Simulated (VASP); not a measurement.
# CO2 (Ima2) in VASP: a series of runs

CO2 is run at these levels: PBE; tasks: single point.

Program: VASP 6.6.1. These are calculated values, not measurements. Logs are shortened: lines on timing, memory, paths and dates and some standing lists are left out, and cuts for length are marked.

### 1 The cell of the first run

The structure is orthorhombic, space group Ima2 (No. 46). Conventional cell: a = 9.027 Å, b = 7.864 Å, c = 4.701 Å, α = 90.00°, β = 90.00°, γ = 90.00°. C (site symmetry 1) has 4 O at 1.47 to 1.48 Å within 2.0 Å. O (site symmetry 1) has 2 C at 1.48 Å within 2.0 Å. Within 2.0 Å of O (site symmetry 2) lie 2 C at 1.47 Å. O (site symmetry m) has 2 C at 1.48 Å within 2.0 Å.

### 2 Single point, PBE

The input, INCAR:

```
ALGO = Normal
EDIFF = 1E-7
ENCUT = 520
GGA = PE
ISIF = 2
ISMEAR = 0
LASPH = True
LCHARG = True
LELF = True
LREAL = False
LVHAR = True
LWAVE = False
NBANDS = 44
NELM = 80
PREC = Accurate
SIGMA = 0.1
```

The input, KPOINTS:

```
k-points
0
Gamma
  4 4 4
```

The input, POSCAR:

```
CO2
1.0
   -4.5137437563      3.9321225458      2.3505936967
    4.5137437563     -3.9321225458      2.3505936967
    4.5137437563      3.9321225458     -2.3505936967
C O
4 8
Direct
    0.8500618289      0.5923687920      0.4417377008
    0.1506310912      0.4083241281      0.5582622992
    0.8500618289      0.9083241281      0.7576930369
    0.1506310912      0.0923687920      0.2423069631
    0.9267102504      0.7697968683      0.2731946246
    0.0592156538      0.0592156538      0.0000000000
    0.4966022437      0.2697968683      0.3430866179
    0.4966022437      0.6535156257      0.7268053754
    0.1217836508      0.2721979120      0.3495857389
    0.9226121731      0.7721979120      0.6504142611
    0.0592156538      0.5592156538      0.5000000000
    0.9267102504      0.1535156257      0.6569133821
```

Potentials or basis: VASP PAW PBE potentials, release 64 (C, O).

Launch:

```
> cat potpaw_PBE.64/C/POTCAR potpaw_PBE.64/O/POTCAR > POTCAR
> mpirun -np 1 vasp_std > vasp.out
```

OUTCAR:

```text
EDIFF = 1E-7
   ENCUT = 520
   GGA = PE
   ISIF = 2
   ISMEAR = 0
   LASPH = True
   LREAL = False
   NELM = 80
   PREC = Accurate

 ion  position               nearest neighbor table
   1  0.850  0.592  0.442-  11 1.47   7 1.48   5 1.48  10 1.48
   2  0.151  0.408  0.558-  11 1.47  12 1.48   8 1.48   9 1.48
   3  0.850  0.908  0.758-   6 1.47   8 1.48  12 1.48  10 1.48
   4  0.151  0.092  0.242-   6 1.47   5 1.48   7 1.48   9 1.48
   5  0.927  0.770  0.273-   4 1.48   1 1.48
   6  0.059  0.059  0.000-   3 1.47   4 1.47
   7  0.497  0.270  0.343-   1 1.48   4 1.48
   8  0.497  0.654  0.727-   3 1.48   2 1.48
   9  0.122  0.272  0.350-   2 1.48   4 1.48
  10  0.923  0.772  0.650-   3 1.48   1 1.48
  11  0.059  0.559  0.500-   1 1.47   2 1.47
  12  0.927  0.154  0.657-   2 1.48   3 1.48

  LATTYP: Found a body centered orthorhombic cell.
 ALAT       =     4.7011873934
 B/A-ratio  =     1.6728210202
 C/A-ratio  =     1.9202568962

  Lattice vectors:

 A1 = (  -4.5137437563,   3.9321225458,  -2.3505936967)
 A2 = (  -4.5137437563,  -3.9321225458,   2.3505936967)
 A3 = (   4.5137437563,   3.9321225458,   2.3505936967)

Analysis of symmetry for initial positions (statically):
=====================================================================
 Subroutine PRICEL returns:
 Original cell was already a primitive cell.

 Routine SETGRP: Setting up the symmetry group for a
 body centered orthorhombic supercell.

 Subroutine GETGRP returns: Found  4 space group operations
 (whereof  2 operations were pure point group operations)
 out of a pool of  8 trial point group operations.

The static configuration has the point symmetry C_2 .
 The point group associated with its full space group is C_2v.

Analysis of symmetry for dynamics (positions and initial velocities):
=====================================================================
 Subroutine PRICEL returns:
 Original cell was already a primitive cell.

 Routine SETGRP: Setting up the symmetry group for a
 body centered orthorhombic supercell.

 Subroutine GETGRP returns: Found  4 space group operations
 (whereof  2 operations were pure point group operations)
 out of a pool of  8 trial point group operations.

The dynamic configuration has the point symmetry C_2 .
 The point group associated with its full space group is C_2v.

 Subroutine INISYM returns: Found  4 space group operations
 (whereof  2 operations are pure point group operations),
 and found     1 'primitive' translations

----------------------------------------------------------------------------------------

                                     Primitive cell

  volume of cell :     166.8789

  direct lattice vectors                    reciprocal lattice vectors
    -4.513743756  3.932122546  2.350593697     0.000000000  0.127157787  0.212712218
     4.513743756 -3.932122546  2.350593697     0.110772792  0.000000000  0.212712218
     4.513743756  3.932122546 -2.350593697     0.110772792  0.127157787  0.000000000

  length of vectors
     6.431233252  6.431233252  6.431233252     0.247821691  0.239827228  0.168640785

  position of ions in fractional coordinates (direct lattice)
     0.850061829  0.592368792  0.441737701
     0.150631091  0.408324128  0.558262299
     0.850061829  0.908324128  0.757693037
     0.150631091  0.092368792  0.242306963
     0.926710250  0.769796868  0.273194625
     0.059215654  0.059215654  0.000000000
     0.496602244  0.269796868  0.343086618
     0.496602244  0.653515626  0.726805375
     0.121783651  0.272197912  0.349585739
     0.922612173  0.772197912  0.650414261
     0.059215654  0.559215654  0.500000000
     0.926710250  0.153515626  0.656913382

  ion indices of the primitive-cell ions
   primitive index   ion index
                 1           1
                 2           2
                 3           3
                 4           4
                 5           5
                 6           6
                 7           7
                 8           8
                 9           9
                10          10
                11          11
                12          12

----------------------------------------------------------------------------------------

 KPOINTS: k-points

Automatic generation of k-mesh.
 Grid dimensions read from file:
 generate k-points for:    4    4    4

 Generating k-lattice:

  Cartesian coordinates                     Fractional coordinates (reciprocal lattice)
     0.000000000  0.031789447  0.053178055     0.250000000  0.000000000 -0.000000000
     0.027693198  0.000000000  0.053178055     0.000000000  0.250000000  0.000000000
     0.027693198  0.031789447  0.000000000    -0.000000000  0.000000000  0.250000000

  Length of vectors
     0.061955423  0.059956807  0.042160196

  Shift w.r.t. Gamma in fractional coordinates (k-lattice)
     0.000000000  0.000000000  0.000000000

 Subroutine IBZKPT returns following result:
 ===========================================

 Found     18 irreducible k-points:

 Following reciprocal coordinates:
            Coordinates               Weight
  0.000000  0.000000  0.000000      1.000000
  0.250000 -0.000000  0.000000      4.000000
  0.500000 -0.000000  0.000000      2.000000
 -0.000000  0.250000  0.000000      4.000000
  0.250000  0.250000  0.000000      8.000000
  0.500000  0.250000  0.000000      8.000000
[... 10 lines left out ...]
 -0.250000 -0.250000  0.250000      2.000000
  0.500000  0.500000  0.500000      1.000000
   k-points           NKPTS =     18   k-points in BZ     NKDIM =     18   number of bands    NBANDS=     44
   number of dos      NEDOS =    301   number of ions     NIONS =     12
   total plane-waves  NPLWV = 110592
   dimension x,y,z NGX =    48 NGY =   48 NGZ =   48
   dimension x,y,z NGXF=    96 NGYF=   96 NGZF=   96
   ions per type =               4   8
   NGX,Y,Z   is equivalent  to a cutoff of  12.41, 12.41, 12.41 a.u.
   NGXF,Y,Z  is equivalent  to a cutoff of  24.82, 24.82, 24.82 a.u.
 SYSTEM =  unknown system
   PREC   = accura    normal or accurate (medium, high low for compatibility)
   ISTART =      0    job   : 0-new  1-cont  2-samecut
   ICHARG =      2    charge: 1-file 2-atom 10-const
   ISPIN  =      1    spin polarized calculation?
   LNONCOLLINEAR =      F non collinear calculations
   LSORBIT =      F    spin-orbit coupling
   LASPH  =      T    aspherical Exc in radial PAW
   ENCUT  =  520.0 eV  38.22 Ry    6.18 a.u.  11.96 11.96 11.96*2*pi/ulx,y,z
   NELM   =     80;   NELMIN=  2; NELMDL= -5     # of ELM steps
   EDIFF  = 0.1E-06   stopping-criterion for ELM
   LREAL  =      F    real-space projection
   EDIFFG = 0.1E-05   stopping-criterion for IOM
   NSW    =      0    number of steps for IOM
   IBRION =     -1    ionic relax: 0-MD 1-quasi-New 2-CG
   NFREE  =      0    steps in history (QN), initial steepest desc. (CG)
   ISIF   =      2    stress and relaxation
   ISYM   =      2    0-nonsym 1-usesym 2-fastsym
   POTIM  = 0.5000    time-step for ionic-motion
   TEBEG  =    0.0;   TEEND  =   0.0 temperature during run
   PSTRESS=    0.0 pullay stress
   NELECT =      64.0000    total number of electrons
   NUPDOWN=      -1.0000    fix difference up-down
   EMIN   =  10.00;   EMAX   =-10.00  energy-range for DOS
   EFERMI =   0.00;   METHOD = LEGACY
   ISMEAR =     0;   SIGMA  =   0.10  broadening in eV -4-tet -1-fermi 0-gaus
   EFERMI_NEDOS =   21; number of points for ismear=-14 and -15
   IALGO  =     38    algorithm
   IMIX   =      4    mixing-type and parameters
     AMIX     =   0.40;   BMIX     =  1.00
     AMIX_MAG =   1.60;   BMIX_MAG =  1.00
  volume/ion in A,a.u.               =      13.91        93.85
  Fermi-wavevector in a.u.,A,eV,Ry     =   1.189417  2.247673 19.248352  1.414714
  Thomas-Fermi vector in A             =   2.325525
   LORBIT       =      0    0 simple, 1 ext, 2 COOP (PROOUT), +10 PAW based schemes
   GGA     = PE    functional components
   LHFCALC =     F    Hartree Fock is set to
   AEXX    =    0.0000 exact exchange contribution
   IVDW    =     0    specifies the selected vdW correction
   LEPSILON=     F    determine dielectric tensor
   LRPA    =     F    only Hartree local field effects (RPA)
 non-spin polarized calculation
 Gauss-broadening in eV      SIGMA  =   0.10
  energy-cutoff  :      520.00
  volume of cell :      166.88
 maximum number of plane-waves:      4512
   NGX = 23   NGY = 23   NGZ = 23

 number of electron      63.9999990 magnetization

 Free energy of the ion-electron system (eV)
  ---------------------------------------------------
  ext. energy  EPLUGINS =         0.00000000
  ---------------------------------------------------
  free energy    TOTEN  =       -80.46250308 eV

  energy without entropy =      -80.46250308  energy(sigma->0) =      -80.46250308

 E-fermi :  -1.3955     XC(G=0):  -7.7474

 val. band max:       -1.9306603987   @ k =   0.5000   0.5000   0.5000
 cond. band min:       1.0630045028   @ k =   0.0000   0.0000   0.0000
 fundamental gap:      2.9936649015
 Fermi energy:        -1.3955287531

 k-point     1 :       0.0000    0.0000    0.0000
  band No.  band energies     occupation
      1     -24.2057      2.00000
      2     -22.8105      2.00000
      3     -22.1122      2.00000
      4     -21.6155      2.00000
      5     -20.5222      2.00000
      6     -20.3472      2.00000
[... 36 lines left out ...]
     43       8.2698      0.00000
     44       8.2922      0.00000

 k-point     2 :       0.2500   -0.0000    0.0000
  band No.  band energies     occupation
      1     -23.9752      2.00000
      2     -22.8771      2.00000
      3     -22.1462      2.00000
      4     -21.9840      2.00000
      5     -20.5051      2.00000
      6     -20.3903      2.00000
[... 744 lines left out ...]
 k-point    18 :       0.5000    0.5000    0.5000
  band No.  band energies     occupation
      1     -23.6141      2.00000
      2     -23.5775      2.00000
      3     -22.8057      2.00000
      4     -20.4346      2.00000
      5     -20.3975      2.00000
      6     -20.2830      2.00000
[... 36 lines left out ...]
     43       8.0170      0.00000
     44       8.1783      0.00000

------------------------ aborting loop because EDIFF is reached ----------------------------------------

  FORCE on cell =-STRESS in cart. coord.  units (eV):
  Direction    XX          YY          ZZ          XY          YZ          ZX
  --------------------------------------------------------------------------------------
  -------------------------------------------------------------------------------------
  Total      -25.3016775    -25.1765957    -26.0644707      0.0000000      0.0000000      0.0000000
  in kB     -242.9172717   -241.7163819   -250.2407248      0.0000000      0.0000000      0.0000000
  external PRESSURE =    -244.9581261 kB  Pullay stress =       0.0000000 kB

 VOLUME and BASIS-vectors are now :
 -----------------------------------------------------------------------------
  energy-cutoff  :      520.00
  volume of cell :      166.88
      direct lattice vectors                 reciprocal lattice vectors
    -4.513743756  3.932122546  2.350593697     0.000000000  0.127157787  0.212712218
     4.513743756 -3.932122546  2.350593697     0.110772792  0.000000000  0.212712218
     4.513743756  3.932122546 -2.350593697     0.110772792  0.127157787  0.000000000

 POSITION                                       TOTAL-FORCE (eV/Angst)
 -----------------------------------------------------------------------------------
      0.83073      2.75025      2.35222         1.754144     -1.188384     -0.327927
      3.68301      1.18188      0.00163        -1.754144      1.188384     -0.327927
      3.68301      2.75025      2.35222        -1.754144     -1.188384     -0.327927
      0.83073      1.18188      0.00163         1.754144      1.188384     -0.327927
      0.52486      1.69124      3.34563        -0.883423     -0.316825     -0.061809
      0.00000      0.00000      0.27838        -0.000000     -0.000000      0.529023
      0.52486      2.24089      0.99504        -0.883423      0.316825     -0.061809
      3.98888      2.24089      0.99504         0.883423      0.316825     -0.061809
      2.25687      0.78317      0.10436         0.000000     -1.283438      0.250448
      2.25687      3.14896      2.45495        -0.000000      1.283438      0.250448
      4.51374      0.00000      0.27838        -0.000000     -0.000000      0.529023
     -0.52486      5.62336      0.99504         0.883423     -0.316825     -0.061809
 -----------------------------------------------------------------------------------
    total drift:                                0.000000     -0.000000      0.000269

  FREE ENERGIE OF THE ION-ELECTRON SYSTEM (eV)
  ---------------------------------------------------
  free  energy   TOTEN  =       -80.4625030780 eV

  energy  without entropy=      -80.4625030780  energy(sigma->0) =      -80.46250308
```

Wall time 4.8 min (1 thread of AMD EPYC 7R43 (Zen 3), shared host); peak memory 0.3 GiB.

What came out:

```yaml
Free_energy: -80.4625 eV
Pressure: -24.5 GPa
Largest_force: 2.144 eV/Å
Band_gap_on_the_k_mesh: 2.99 eV (least direct gap 3.15 eV)
```

Forces in eV/Å, atoms in the order of the input:
```
C    1.754 -1.188 -0.328
C   -1.754  1.188 -0.328
C   -1.754 -1.188 -0.328
C    1.754  1.188 -0.328
O   -0.883 -0.317 -0.062
O    0.000  0.000  0.529
O   -0.883  0.317 -0.062
O    0.883  0.317 -0.062
O    0.000 -1.283  0.250
O    0.000  1.283  0.250
O    0.000  0.000  0.529
O    0.883 -0.317 -0.062
```

Levels at points of the mesh, in eV from the valence-band top:
| k point | band 28 | band 29 | band 30 | band 31 | band 32 | band 33 | band 34 | band 35 | band 36 | band 37 |
| --- | --- | --- | --- | --- | --- | --- | --- | --- | --- | --- |
| (0.00, 0.00, 0.00) | -1.41 | -1.06 | -0.77 | -0.46 | -0.16 | 2.99 | 4.82 | 5.12 | 5.43 | 6.30 |
| (0.50, 0.00, 0.00) | -1.24 | -0.94 | -0.93 | -0.42 | -0.02 | 3.49 | 4.26 | 5.76 | 6.46 | 6.78 |
| (0.00, 0.50, 0.00) | -1.35 | -1.05 | -1.05 | -0.12 | -0.12 | 4.19 | 4.19 | 5.90 | 5.90 | 6.62 |
| (0.50, 0.50, 0.00) | -1.22 | -0.76 | -0.72 | -0.24 | -0.06 | 3.79 | 4.32 | 4.88 | 5.43 | 6.30 |
| (0.50, 0.50, 0.50) | -1.18 | -1.02 | -0.61 | -0.06 | 0.00 | 4.02 | 4.16 | 5.07 | 5.47 | 5.84 |

Caveat: the cell stands under tension; forces of over 1 eV/Å act on the atoms, so gaps and moduli don't describe the material at rest.

### 3 Single point, PBE

This run uses another cell than the first one, of 9.47 Å³/atom.

The input, INCAR:

```
SYSTEM = CO2
PREC = Accurate ; ENCUT = 520
EDIFF = 1E-6 ; ISMEAR = 0
SIGMA = 0.1 ; LREAL = .FALSE.
LASPH = .TRUE. ; NELM = 60
ALGO = Normal ; ISIF = 2
LWAVE = .FALSE. ; LCHARG = .TRUE.
GGA = PE ; LELF = .TRUE.
LVHAR = .TRUE. ; NBANDS = 44
```

The input, KPOINTS:

```
Automatic mesh
0
G
  6 6 6
  0 0 0
```

The input, POSCAR:

```
CO2
1.0
   -4.3056564538      3.2403420664      2.0359034936
    4.3056564538     -3.2403420664      2.0359034936
    4.3056564538      3.2403420664     -2.0359034936
C O
4 8
Direct
    0.8579316034      0.6038009758      0.4675254926
    0.1362754833      0.3904061108      0.5324745074
    0.8579316034      0.8904061108      0.7541306276
    0.1362754833      0.1038009758      0.2458693724
    0.8320506977      0.7472376760      0.2573560833
    0.1222539557      0.1222539557      0.0000000000
    0.4898815927      0.2472376760      0.4151869783
    0.4898815927      0.5746946144      0.7426439167
    0.1100516885      0.3170256472      0.2930260413
    1.0239996058      0.8170256472      0.7069739587
    0.1222539557      0.6222539557      0.5000000000
    0.8320506977      0.0746946144      0.5848130217
```

Potentials or basis: VASP PAW PBE potentials, release 64 (C, O).

Launch:

```
> cat potpaw_PBE.64/C/POTCAR potpaw_PBE.64/O/POTCAR > POTCAR
> mpirun -np 1 vasp_std > vasp.out
```

Wall time 9.4 min (1 thread of AMD EPYC 7R43 (Zen 3), shared host); peak memory 0.37 GiB.

The run converged. Its results:

| Property | Result |
| --- | --- |
| Free energy | -86.1534 eV |
| Pressure | 1.0 GPa |
| Largest force | 0.087 eV/Å |
| Band gap on the k mesh | 6.97 eV (least direct gap 7.04 eV) |

Forces in eV/Å, atoms in the order of the input:
```
C   -0.042  0.035  0.015
C    0.042 -0.035  0.015
C    0.042  0.035  0.015
C   -0.042 -0.035  0.015
O   -0.015 -0.049 -0.045
O    0.000  0.000  0.023
O   -0.015  0.049 -0.045
O    0.015  0.049 -0.045
O    0.000 -0.079  0.037
O    0.000  0.079  0.037
O    0.000  0.000  0.023
O    0.015 -0.049 -0.045
```

Stress tensor (GPa, compression positive):
```
1.12 0.00 0.00
0.00 0.95 0.00
0.00 0.00 1.07
```

Levels at points of the mesh, in eV from the valence-band top:
| k point | band 30 | band 31 | band 32 | band 33 | band 34 | band 35 |
| --- | --- | --- | --- | --- | --- | --- |
| (0.00, 0.00, 0.00) | -1.11 | -0.58 | -0.36 | 6.97 | 7.36 | 7.99 |
| (0.50, 0.00, 0.00) | -0.62 | -0.58 | 0.00 | 7.04 | 7.80 | 8.53 |
| (0.00, 0.50, 0.00) | -1.10 | -0.17 | -0.17 | 7.80 | 7.80 | 8.50 |
| (0.50, 0.50, 0.00) | -1.00 | -0.42 | -0.31 | 7.27 | 7.81 | 7.83 |
| (0.50, 0.50, 0.50) | -0.72 | -0.57 | -0.29 | 7.14 | 8.08 | 8.26 |
